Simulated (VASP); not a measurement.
# Na3SCl (Pm-3m) in VASP: vibrations by perturbation theory with LDA

Aim: the vibrations by perturbation theory of Na3SCl with LDA.

Program: VASP 6.6.1. These are calculated values, not measurements. Logs are shortened: lines on timing, memory, paths and dates and some standing lists are left out, and cuts for length are marked.

## Step 1: The cell of the first run

Symmetry: Pm-3m, No. 221, cubic system. The conventional cell has a = 4.949 Å, b = 4.949 Å, c = 4.949 Å, α = 90.00°, β = 90.00°, γ = 90.00°. S (site symmetry m-3m) has 12 Na at 3.50 Å and 8 Cl at 4.29 Å within 4.6 Å. Within 3.3 Å of Cl (site symmetry m-3m) lie 6 Na at 2.47 Å. Na (site symmetry 4/mmm) has 2 Cl at 2.47 Å within 3.3 Å.

## Step 2: Vibrations by perturbation theory, LDA

INCAR

```
PREC = Accurate ; ENCUT = 520
EDIFF = 1E-8 ; ISMEAR = 0
SIGMA = 0.01 ; LREAL = F
LASPH = T ; NELM = 100
ALGO = Normal ; ISIF = 2
LWAVE = F ; LCHARG = F
GGA = CA ; NBANDS = 25
IBRION = 8 ; NSW = 1
LEPSILON = T
```

KPOINTS

```
regular mesh
0
Gamma
  6 6 6
```

POSCAR

```
Na3SCl
1.0
    4.9493000000      0.0000000000      0.0000000000
    0.0000000000      4.9493000000      0.0000000000
    0.0000000000      0.0000000000      4.9493000000
S Cl Na
1 1 3
Direct
    0.0000000000      0.0000000000      0.0000000000
    0.5000000000      0.5000000000      0.5000000000
    0.5000000000      0.5000000000      0.0000000000
    0.5000000000      0.0000000000      0.5000000000
    0.0000000000      0.5000000000      0.5000000000
```

Potentials or basis: VASP PAW LDA potentials, release 64 (S, Cl, Na_pv).

Command:

```
cat potpaw_LDA.64/S/POTCAR potpaw_LDA.64/Cl/POTCAR potpaw_LDA.64/Na_pv/POTCAR > POTCAR
mpirun -np 1 vasp_std > vasp.out
```

OUTCAR:

```text
PREC = Accurate
   ENCUT = 520
   EDIFF = 1E-8
   ISMEAR = 0
   LREAL = F
   LASPH = T
   NELM = 100
   ISIF = 2
   GGA = CA
   IBRION = 8
   NSW = 1
   LEPSILON = T

 ion  position               nearest neighbor table
   1  0.000  0.000  0.000-
   2  0.500  0.500  0.500-   3 2.47   4 2.47   5 2.47   3 2.47   4 2.47   5 2.47
   3  0.500  0.500  0.000-   2 2.47   2 2.47
   4  0.500  0.000  0.500-   2 2.47   2 2.47
   5  0.000  0.500  0.500-   2 2.47   2 2.47

  LATTYP: Found a simple cubic cell.
 ALAT       =     4.9493000000

  Lattice vectors:

 A1 = (   4.9493000000,   0.0000000000,   0.0000000000)
 A2 = (   0.0000000000,   4.9493000000,   0.0000000000)
 A3 = (   0.0000000000,   0.0000000000,   4.9493000000)

Analysis of symmetry for initial positions (statically):
=====================================================================
 Subroutine PRICEL returns:
 Original cell was already a primitive cell.

 Routine SETGRP: Setting up the symmetry group for a
 simple cubic supercell.

 Subroutine GETGRP returns: Found 48 space group operations
 (whereof 48 operations were pure point group operations)
 out of a pool of 48 trial point group operations.

The static configuration has the point symmetry O_h .

Analysis of symmetry for dynamics (positions and initial velocities):
=====================================================================
 Subroutine PRICEL returns:
 Original cell was already a primitive cell.

[... 859 lines left out ...]
  x     0.00000     0.00000     0.00000     0.00000     0.00000     0.00000
  y     0.00000     0.00000     0.00000     0.00000     0.00000     0.00000
  z     0.00000     0.00000     0.00000     0.00000     0.00000     0.00000

 SECOND DERIVATIVES (NOT SYMMETRIZED)
 ------------------------------------
               1X          1Y          1Z          2X          2Y          2Z          3X          3Y          3Z          4X          4Y          4Z          5X          5Y          5Z
  1X     0.323044    0.000000    0.000000    0.685916    0.000000   -0.000000   -0.749163   -0.000000   -0.000000   -0.749163    0.000000   -0.000000    0.489367   -0.000000   -0.000000
  1Y     0.000000    0.323044    0.000000    0.000000    0.685916    0.000000   -0.000000   -0.749163   -0.000000   -0.000000    0.489367   -0.000000    0.000000   -0.749163   -0.000000
  1Z     0.000000    0.000000    0.323044    0.000000    0.000000    0.685916   -0.000000   -0.000000    0.489367    0.000000   -0.000000   -0.749163   -0.000000    0.000000   -0.749163
  2X     0.681855   -0.000000    0.000000   -6.661375    0.000000    0.000000   -0.318612   -0.000000    0.000000   -0.318612    0.000000    0.000000    6.616742    0.000000    0.000000
  2Y    -0.000000    0.681855    0.000000    0.000000   -6.661375    0.000000    0.000000   -0.318612    0.000000    0.000000    6.616742    0.000000    0.000000   -0.318612   -0.000000
  2Z     0.000000    0.000000    0.681855    0.000000    0.000000   -6.661375   -0.000000   -0.000000    6.616742   -0.000000    0.000000   -0.318612    0.000000   -0.000000   -0.318612
  3X    -0.754715    0.000000    0.000000   -0.318576    0.000000    0.000000    0.719768    0.000000    0.000000   -0.123976    0.000000    0.000000    0.477499    0.000000    0.000000
  3Y     0.000000   -0.754715    0.000000    0.000000   -0.318576    0.000000    0.000000    0.719768    0.000000    0.000000    0.477499    0.000000    0.000000   -0.123976    0.000000
  3Z    -0.000000   -0.000000    0.483748    0.000000    0.000000    6.615550   -0.000000   -0.000000   -8.053408   -0.000000    0.000000    0.477055    0.000000   -0.000000    0.477055
  4X    -0.754715    0.000000    0.000000   -0.318576    0.000000    0.000000   -0.123976    0.000000    0.000000    0.719768    0.000000    0.000000    0.477499    0.000000    0.000000
  4Y     0.000000    0.483748   -0.000000    0.000000    6.615550    0.000000   -0.000000    0.477055    0.000000   -0.000000   -8.053408   -0.000000    0.000000    0.477055   -0.000000
  4Z     0.000000    0.000000   -0.754715    0.000000    0.000000   -0.318576    0.000000    0.000000    0.477499    0.000000    0.000000    0.719768    0.000000    0.000000   -0.123976
  5X     0.483748    0.000000   -0.000000    6.615550    0.000000    0.000000    0.477055   -0.000000    0.000000    0.477055    0.000000   -0.000000   -8.053408   -0.000000   -0.000000
  5Y     0.000000   -0.754715    0.000000    0.000000   -0.318576    0.000000    0.000000   -0.123976    0.000000    0.000000    0.477499    0.000000    0.000000    0.719768    0.000000
  5Z     0.000000    0.000000   -0.754715    0.000000    0.000000   -0.318576    0.000000    0.000000    0.477499    0.000000    0.000000   -0.123976    0.000000    0.000000    0.719768

 Eigenvectors and eigenvalues of the dynamical matrix
 ----------------------------------------------------

   1 f  =   11.237792 THz    70.609127 2PiTHz  374.852377 cm-1    46.475751 meV
             X         Y         Z           dx          dy          dz
      0.000000  0.000000  0.000000     0.010088   -0.000393   -0.000000
      2.474650  2.474650  2.474650     0.576061   -0.022455   -0.000000
      2.474650  2.474650  0.000000     0.043507   -0.001696    0.000000
      2.474650  0.000000  2.474650     0.043507    0.031734   -0.000000
      0.000000  2.474650  2.474650    -0.814094   -0.001696   -0.000000
[... 105 lines left out ...]
  15 f/i=    3.870835 THz    24.321173 2PiTHz  129.117155 cm-1    16.008480 meV
             X         Y         Z           dx          dy          dz
      0.000000  0.000000  0.000000    -0.146121   -0.629282    0.085915
      2.474650  2.474650  2.474650    -0.036339   -0.156498    0.021367
      2.474650  2.474650  0.000000     0.116989    0.503824    0.008832
      2.474650  0.000000  2.474650     0.116989   -0.064686   -0.068787
      0.000000  2.474650  2.474650    -0.015020    0.503824   -0.068787

--------------------------------------------------------------------------------------------------------

 MACROSCOPIC STATIC DIELECTRIC TENSOR IONIC CONTRIBUTION
 ------------------------------------------------------
           0.462332     0.000000    -0.000000
          -0.000000     0.462332     0.000000
          -0.000000     0.000000     0.462332
 ------------------------------------------------------

 ELASTIC MODULI CONTR FROM IONIC RELAXATION (kBar)
 Direction    XX          YY          ZZ          XY          YZ          ZX
 --------------------------------------------------------------------------------
 XX           0.0000      0.0000      0.0000      0.0000      0.0000      0.0000
 YY           0.0000      0.0000      0.0000      0.0000      0.0000      0.0000
 ZZ           0.0000      0.0000      0.0000      0.0000      0.0000      0.0000
 XY           0.0000      0.0000      0.0000      0.0000      0.0000      0.0000
 YZ           0.0000      0.0000      0.0000      0.0000      0.0000      0.0000
 ZX           0.0000      0.0000      0.0000      0.0000      0.0000      0.0000
 --------------------------------------------------------------------------------

 PIEZOELECTRIC TENSOR IONIC CONTR  for field in x, y, z        (C/m^2)
          XX          YY          ZZ          XY          YZ          ZX
  --------------------------------------------------------------------------------
  x     0.00000     0.00000     0.00000     0.00000     0.00000     0.00000
  y     0.00000     0.00000     0.00000     0.00000     0.00000     0.00000
  z     0.00000     0.00000     0.00000     0.00000     0.00000     0.00000
```

It took 21 min on 1 thread of Intel Xeon Platinum 8259CL at 2.50GHz (Skylake/Cascade Lake), shared host; peak memory 0.62 GiB.

Results:

```
Electronic dielectric tensor (diagonal)                 : 4.10
Born charges (mean of the diagonal)                     : S -2.32; Cl -1.15; Na +1.16 e
Highest phonon frequency at Γ, LO-TO splitting left out : 375 cm⁻¹
Most unstable mode                                      : 129i cm⁻¹
```

Phonon frequencies in cm⁻¹ (negative: imaginary):
```csv
q point,frequencies
"(0.000, 0.000, 0.000)",-129 -129 -129 -100 -100 -100 0 0 0 113 113 113 375 375 375
```

Electronic dielectric tensor:
```
4.10 0.00 0.00
0.00 4.10 0.00
0.00 0.00 4.10
```

Born effective charge tensors (e):
atom 1, S
```
-2.32  0.00  0.00
 0.00 -2.32  0.00
 0.00  0.00 -2.32
```
atom 2, Cl
```
-1.15  0.00  0.00
 0.00 -1.15  0.00
 0.00  0.00 -1.15
```
atom 3, Na
```
1.28 0.00 0.00
0.00 1.28 0.00
0.00 0.00 0.92
```
atom 4, Na
```
1.28 0.00 0.00
0.00 0.92 0.00
0.00 0.00 1.28
```
atom 5, Na
```
0.92 0.00 0.00
0.00 1.28 0.00
0.00 0.00 1.28
```

Caveat: the cell stands under pressure or tension, which shifts response properties; some modes are imaginary.
